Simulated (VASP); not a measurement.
# TaW2N4 in VASP: single point with PBE

Aim: the single point of TaW2N4 with PBE.

All numbers are computed with VASP 6.6.1; they aren't measurements. Logs are shortened: lines on timing, memory, paths and dates and some standing lists are left out, and cuts for length are marked.

**1. The cell of the first run**

The typed cell holds 7 atoms: a = 4.260 Å, b = 4.259 Å, c = 5.201 Å, α = 115.38°, β = 115.35°, γ = 87.83°.

**2. Single point, PBE**

The input, INCAR:

```
PREC = Accurate
ENCUT = 520
EDIFF = 1E-7
ISMEAR = 0
SIGMA = 0.2
LREAL = False
LASPH = True
NELM = 80
ALGO = Normal
ISIF = 2
LWAVE = False
LCHARG = False
GGA = PE
NBANDS = 38
```

The input, KPOINTS:

```
Automatic mesh
0
Gamma
  6 6 6
```

The input, POSCAR:

```
TaW2N4
1.0
    4.2589169660      0.0816011073     -0.0089708437
    0.0798628236      4.2585626972     -0.0093855128
   -2.1763942676     -2.1797958843      4.1902290975
Ta W N
1 2 4
Direct
   -0.0000130331      0.0000587738     -0.0000102339
    0.7752176972      0.2248170929      0.4999495130
    0.2247150372      0.7751824557      0.5000889146
    0.7216338106      0.7216475537      0.4831736629
    0.2783676372      0.2782868321      0.5168079003
    0.5000114625     -0.0000082671     -0.0000369820
    0.0000673885      0.5000155590      0.0000272249
```

Potentials or basis: VASP PAW PBE potentials, release 64 (Ta_pv, W_sv, N).

Run with:

```bash
> cat potpaw_PBE.64/Ta_pv/POTCAR potpaw_PBE.64/W_sv/POTCAR potpaw_PBE.64/N/POTCAR > POTCAR
> mpirun -np 1 vasp_std > vasp.out
```

OUTCAR:

```text
PREC = Accurate
   ENCUT = 520
   EDIFF = 1E-7
   ISMEAR = 0
   LREAL = False
   LASPH = True
   NELM = 80
   ISIF = 2
   GGA = PE

 ion  position               nearest neighbor table
   1  1.000  0.000  1.000-   7 2.13   6 2.13   7 2.13   6 2.13   5 2.16   4 2.16   3 2.92   2 2.92
                             2 2.92   3 2.92   3 3.05   2 3.05   2 3.06   3 3.06
   2  0.775  0.225  0.500-   6 2.10   7 2.10   5 2.12   4 2.12   4 2.15   5 2.16   3 2.66   1 2.92
                             1 2.92   1 3.05   1 3.06   3 3.08   3 3.08   3 3.25
   3  0.225  0.775  0.500-   6 2.10   7 2.10   4 2.12   5 2.12   5 2.15   4 2.16   2 2.66   1 2.92
                             1 2.92   1 3.05   1 3.06   2 3.08   2 3.08   2 3.25
   4  0.722  0.722  0.483-   3 2.12   2 2.12   2 2.15   3 2.16   1 2.16
   5  0.278  0.278  0.517-   3 2.12   2 2.12   3 2.15   2 2.16   1 2.16
   6  0.500  1.000  1.000-   3 2.10   2 2.10   1 2.13   1 2.13
   7  0.000  0.500  0.000-   3 2.10   2 2.10   1 2.13   1 2.13

  LATTYP: Found a triclinic cell.
 ALAT       =     4.2597080816
 B/A-ratio  =     1.3870893204
 C/A-ratio  =     1.2141231995
 COS(alpha) =     0.0004804710
 COS(beta)  =     0.4243355767
 COS(gamma) =     0.6936100293

  Lattice vectors:

 A1 = (  -4.2589169660,  -0.0816011073,   0.0089708437)
 A2 = (  -4.1790541424,   4.1769615899,  -0.0004146691)
 A3 = (  -2.1623855220,  -2.1603679202,  -4.1718727410)

Analysis of symmetry for initial positions (statically):
=====================================================================
 Subroutine PRICEL returns:
 Original cell was already a primitive cell.

 Routine SETGRP: Setting up the symmetry group for a
 triclinic supercell.

 Subroutine GETGRP returns: Found  1 space group operations
 (whereof  1 operations were pure point group operations)
 out of a pool of  2 trial point group operations.

The static configuration has the point symmetry C_1 .

Analysis of symmetry for dynamics (positions and initial velocities):
=====================================================================
 Subroutine PRICEL returns:
 Original cell was already a primitive cell.

 Routine SETGRP: Setting up the symmetry group for a
 triclinic supercell.

 Subroutine GETGRP returns: Found  1 space group operations
 (whereof  1 operations were pure point group operations)
 out of a pool of  2 trial point group operations.

The dynamic configuration has the point symmetry C_1 .

 Subroutine INISYM returns: Found  1 space group operations
 (whereof  1 operations are pure point group operations),
 and found     1 'primitive' translations

----------------------------------------------------------------------------------------

                                     Primitive cell

  volume of cell :      75.8033

  direct lattice vectors                    reciprocal lattice vectors
     4.258916966  0.081601107 -0.008970844     0.235133604 -0.004145164  0.119971439
     0.079862824  4.258562697 -0.009385513    -0.004252755  0.235165514  0.120126403
    -2.176394268 -2.179795884  4.190229097     0.000493871  0.000517863  0.239176348

  length of vectors
     4.259708082  4.259321824  5.200598234     0.264004054  0.264104633  0.239177419

  position of ions in fractional coordinates (direct lattice)
     0.999986967  0.000058774  0.999989766
     0.775217697  0.224817093  0.499949513
     0.224715037  0.775182456  0.500088915
     0.721633811  0.721647554  0.483173663
     0.278367637  0.278286832  0.516807900
     0.500011462  0.999991733  0.999963018
     0.000067388  0.500015559  0.000027225

  ion indices of the primitive-cell ions
   primitive index   ion index
                 1           1
                 2           2
                 3           3
                 4           4
                 5           5
                 6           6
                 7           7

----------------------------------------------------------------------------------------

 KPOINTS: Automatic mesh

Automatic generation of k-mesh.
 Grid dimensions read from file:
 generate k-points for:    6    6    6

 Generating k-lattice:

  Cartesian coordinates                     Fractional coordinates (reciprocal lattice)
     0.039188934 -0.000690861  0.019995240     0.166666667 -0.000000000  0.000000000
    -0.000708793  0.039194252  0.020021067    -0.000000000  0.166666667 -0.000000000
     0.000082312  0.000086310  0.039862725     0.000000000  0.000000000  0.166666667

  Length of vectors
     0.044000676  0.044017439  0.039862903

  Shift w.r.t. Gamma in fractional coordinates (k-lattice)
     0.000000000  0.000000000  0.000000000

 Subroutine IBZKPT returns following result:
 ===========================================

 Found    112 irreducible k-points:

 Following reciprocal coordinates:
            Coordinates               Weight
  0.000000  0.000000  0.000000      1.000000
  0.166667 -0.000000  0.000000      2.000000
  0.333333  0.000000  0.000000      2.000000
  0.500000 -0.000000  0.000000      1.000000
  0.000000  0.166667  0.000000      2.000000
  0.166667  0.166667  0.000000      2.000000
[... 16 lines left out ...]
  0.333333 -0.000000  0.166667      2.000000
  0.500000 -0.000000  0.166667      2.000000
 [... further k-points ...]
   k-points           NKPTS =    112   k-points in BZ     NKDIM =    112   number of bands    NBANDS=     38
   number of dos      NEDOS =    301   number of ions     NIONS =      7
   total plane-waves  NPLWV =  40960
   dimension x,y,z NGX =    32 NGY =   32 NGZ =   40
   dimension x,y,z NGXF=    64 NGYF=   64 NGZF=   80
   ions per type =               1   2   4
   NGX,Y,Z   is equivalent  to a cutoff of  12.49, 12.49, 12.79 a.u.
   NGXF,Y,Z  is equivalent  to a cutoff of  24.98, 24.98, 25.57 a.u.
 SYSTEM =  unknown system
   PREC   = accura    normal or accurate (medium, high low for compatibility)
   ISTART =      0    job   : 0-new  1-cont  2-samecut
   ICHARG =      2    charge: 1-file 2-atom 10-const
   ISPIN  =      1    spin polarized calculation?
   LNONCOLLINEAR =      F non collinear calculations
   LSORBIT =      F    spin-orbit coupling
   LASPH  =      T    aspherical Exc in radial PAW
   ENCUT  =  520.0 eV  38.22 Ry    6.18 a.u.   7.92  7.92  9.67*2*pi/ulx,y,z
   NELM   =     80;   NELMIN=  2; NELMDL= -5     # of ELM steps
   EDIFF  = 0.1E-06   stopping-criterion for ELM
   LREAL  =      F    real-space projection
   EDIFFG = 0.1E-05   stopping-criterion for IOM
   NSW    =      0    number of steps for IOM
   IBRION =     -1    ionic relax: 0-MD 1-quasi-New 2-CG
   NFREE  =      0    steps in history (QN), initial steepest desc. (CG)
   ISIF   =      2    stress and relaxation
   ISYM   =      2    0-nonsym 1-usesym 2-fastsym
   POTIM  = 0.5000    time-step for ionic-motion
   TEBEG  =    0.0;   TEEND  =   0.0 temperature during run
   PSTRESS=    0.0 pullay stress
   NELECT =      59.0000    total number of electrons
   NUPDOWN=      -1.0000    fix difference up-down
   EMIN   =  10.00;   EMAX   =-10.00  energy-range for DOS
   EFERMI =   0.00;   METHOD = LEGACY
   ISMEAR =     0;   SIGMA  =   0.20  broadening in eV -4-tet -1-fermi 0-gaus
   EFERMI_NEDOS =   21; number of points for ismear=-14 and -15
   IALGO  =     38    algorithm
   IMIX   =      4    mixing-type and parameters
     AMIX     =   0.40;   BMIX     =  1.00
     AMIX_MAG =   1.60;   BMIX_MAG =  1.00
  volume/ion in A,a.u.               =      10.83        73.08
  Fermi-wavevector in a.u.,A,eV,Ry     =   1.505900  2.845739 30.854414  2.267735
  Thomas-Fermi vector in A             =   2.616688
   LORBIT       =      0    0 simple, 1 ext, 2 COOP (PROOUT), +10 PAW based schemes
   GGA     = PE    functional components
   LHFCALC =     F    Hartree Fock is set to
   AEXX    =    0.0000 exact exchange contribution
   IVDW    =     0    specifies the selected vdW correction
   LEPSILON=     F    determine dielectric tensor
   LRPA    =     F    only Hartree local field effects (RPA)
 non-spin polarized calculation
 Gauss-broadening in eV      SIGMA  =   0.20
  energy-cutoff  :      520.00
  volume of cell :       75.80
 maximum number of plane-waves:      2065
   NGX = 15   NGY = 15   NGZ = 19

 number of electron      58.9999998 magnetization

 Free energy of the ion-electron system (eV)
  ---------------------------------------------------
  ext. energy  EPLUGINS =         0.00000000
  ---------------------------------------------------
  free energy    TOTEN  =       -74.42574854 eV

  energy without entropy =      -74.38962727  energy(sigma->0) =      -74.40768790

 E-fermi :   9.3273     XC(G=0): -12.8682

 val. band max:        9.2733645968   @ k =  -0.3333   0.3333   0.1667
 cond. band min:       9.3296646183   @ k =   0.5000  -0.1667   0.1667
 fundamental gap:      0.0563000215
 Fermi energy:         9.3273408965

 k-point     1 :       0.0000    0.0000    0.0000
  band No.  band energies     occupation
      1     -66.2633      2.00000
      2     -66.2026      2.00000
      3     -30.7854      2.00000
      4     -30.6304      2.00000
      5     -30.5695      2.00000
      6     -30.4586      2.00000
[... 30 lines left out ...]
     37      11.8915      0.00000
     38      12.2377      0.00000

 k-point     2 :       0.1667   -0.0000    0.0000
  band No.  band energies     occupation
      1     -66.2611      2.00000
      2     -66.2047      2.00000
      3     -30.7718      2.00000
      4     -30.6233      2.00000
      5     -30.5631      2.00000
      6     -30.4634      2.00000
[... 30 lines left out ...]
     37      12.1758      0.00000
     38      12.4406      0.00000
[... 859 lines left out ...]
     37      12.4919      0.00000
     38      12.8813      0.00000

 k-point    24 :       0.5000   -0.0000    0.1667
  band No.  band energies     occupation
      1     -66.2532      2.00000
      2     -66.2125      2.00000
      3     -30.7222      2.00000
      4     -30.5886      2.00000
      5     -30.5357      2.00000
      6     -30.4975      2.00000
[... 30 lines left out ...]
     37      12.3894      0.00000
     38      12.5934      0.00000

 [... further k-points ...]

------------------------ aborting loop because EDIFF is reached ----------------------------------------

  FORCE on cell =-STRESS in cart. coord.  units (eV):
  Direction    XX          YY          ZZ          XY          YZ          ZX
  --------------------------------------------------------------------------------------
  -------------------------------------------------------------------------------------
  Total        0.5483030      0.5321666      0.4980722     -0.0516440      0.0444753     -0.0076903
  in kB       11.5889287     11.2478703     10.5272500     -1.0915474      0.9400301     -0.1625419
  external PRESSURE =      11.1213497 kB  Pullay stress =       0.0000000 kB

 VOLUME and BASIS-vectors are now :
 -----------------------------------------------------------------------------
  energy-cutoff  :      520.00
  volume of cell :       75.80
      direct lattice vectors                 reciprocal lattice vectors
     4.258916966  0.081601107 -0.008970844     0.235133604 -0.004145164  0.119971439
     0.079862824  4.258562697 -0.009385513    -0.004252755  0.235165514  0.120126403
    -2.176394268 -2.179795884  4.190229097     0.000493871  0.000517863  0.239176348

 POSITION                                       TOTAL-FORCE (eV/Angst)
 -----------------------------------------------------------------------------------
      2.08249     -2.09792      4.18121         0.001694     -0.003107      0.000463
      2.23146     -0.06913      2.08584        -0.018068      0.008084      0.003825
     -0.06944      2.22941      2.08620         0.022705     -0.006793     -0.005535
      2.07943      2.07885      2.01136        -0.015669     -0.009406     -0.033262
      0.08299      0.08128      2.16043         0.013608      0.009995      0.033744
      0.03306      2.11961      4.17620        -0.002212     -0.000502      0.001932
      0.04016      2.12929     -0.00458        -0.002058      0.001729     -0.001166
 -----------------------------------------------------------------------------------
    total drift:                                0.000017     -0.000011      0.000002

  FREE ENERGIE OF THE ION-ELECTRON SYSTEM (eV)
  ---------------------------------------------------
  free  energy   TOTEN  =       -74.4257485436 eV

  energy  without entropy=      -74.3896272660  energy(sigma->0) =      -74.40768790
```

Run time: 5.7 min. Hardware: 1 thread of Intel Xeon Platinum 8488C (Sapphire Rapids), shared host; peak memory 0.4 GiB.

Results:

```
Free energy            : -74.4257 eV
Pressure               : 1.1 GPa
Largest force          : 0.038 eV/Å
Band gap on the k mesh : zero (an odd number of electrons rules out a gap without spin polarisation)
```

Forces in eV/Å, atoms in the order of the input:
```
Ta   0.002 -0.003  0.000
W   -0.018  0.008  0.004
W    0.023 -0.007 -0.006
N   -0.016 -0.009 -0.033
N    0.014  0.010  0.034
N   -0.002 -0.001  0.002
N   -0.002  0.002 -0.001
```

Stress tensor (GPa, compression positive):
```
 1.16 -0.11 -0.02
-0.11  1.12  0.09
-0.02  0.09  1.05
```

Levels at points of the mesh, in eV from the Fermi level:
```
           k point  band 26  band 27  band 28  band 29  band 30  band 31  band 32  band 33  band 34  band 35
(0.00, 0.00, 0.00)    -2.23    -2.09    -1.81    -1.77    -1.19     0.46     0.57     0.58     0.89     1.22
(0.50, 0.00, 0.00)    -4.41    -1.99    -1.42    -1.29    -0.32     0.83     1.66     1.71     1.90     2.35
(0.00, 0.50, 0.00)    -4.41    -1.99    -1.42    -1.29    -0.32     0.83     1.66     1.70     1.89     2.36
(0.50, 0.50, 0.00)    -4.16    -1.94    -0.15     0.50     0.87     1.61     1.86     1.89     2.68     2.92
(0.00, 0.00, 0.50)    -3.42    -3.18    -3.16    -2.85    -2.72    -0.33     0.73     1.67     1.91     2.47
(0.50, 0.00, 0.50)    -4.05    -1.95    -1.59    -1.24     0.26     0.36     1.42     1.64     2.18     2.33
(0.00, 0.50, 0.50)    -4.06    -1.95    -1.59    -1.23     0.27     0.37     1.42     1.64     2.17     2.33
(0.50, 0.50, 0.50)    -4.04    -2.02     0.36     0.41     1.01     1.49     1.78     2.04     2.47     3.14
```

Caveat: spin-orbit coupling is left out, which moves the levels of the heavy elements.

The gap in the log of VASP goes by the Fermi energy; the results here count the filled bands.